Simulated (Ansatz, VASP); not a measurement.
**SnO: VASP beside Ansatz**

```xyz
4
Lattice="3.1873 0.0000 0.0000 0.0000 5.6741 0.0000 0.0000 0.0000 4.2220" Properties=species:S:1:pos:R:3 pbc="T T T"
Sn    0.0000    1.3159    2.1665
Sn    1.5936    4.3582    0.0555
O     0.0000    5.0570    3.1110
O     1.5936    0.6171    1.0000
```

Change from the starting cell: strain -0.0500 x Voigt [1, 0, 0, 0, 0, 0], atoms carried along.

Alike in both runs: task single point; functional PBEsol; k mesh 8 × 6 × 6; occupations gaussian, width 0.05 eV; no spin polarisation.

|  | VASP | Ansatz |
| --- | --- | --- |
| version | VASP 6.6.1 | Ansatz 0.2.0 |
| potentials or method | VASP PAW PBE potentials, release 64 (Sn_d, O), cutoff 520 eV | scalar-relativistic, plane waves, PAW |
| valence electrons in the cell | 40 | 40 |

VASP gave:

- gap on the k mesh at the Fermi level (eV): 1.39
- least direct gap on the mesh (eV): 1.87
- pressure (GPa): 2.0
- traceless stress, the component that is largest in VASP (GPa): 3.30
- rms of the force components (eV/Å): 0.236

Task: Which values does Ansatz return?

Result: gap on the k mesh at the Fermi level (eV): 1.40; least direct gap on the mesh (eV): 1.88; pressure (GPa): 1.8; traceless stress, the component that is largest in VASP (GPa): 3.26; rms of the force components (eV/Å): 0.206.

VASP's potentials were made for PBE, not for PBEsol. Atom by atom the forces differ by 0.039 eV/Å (rms over components).
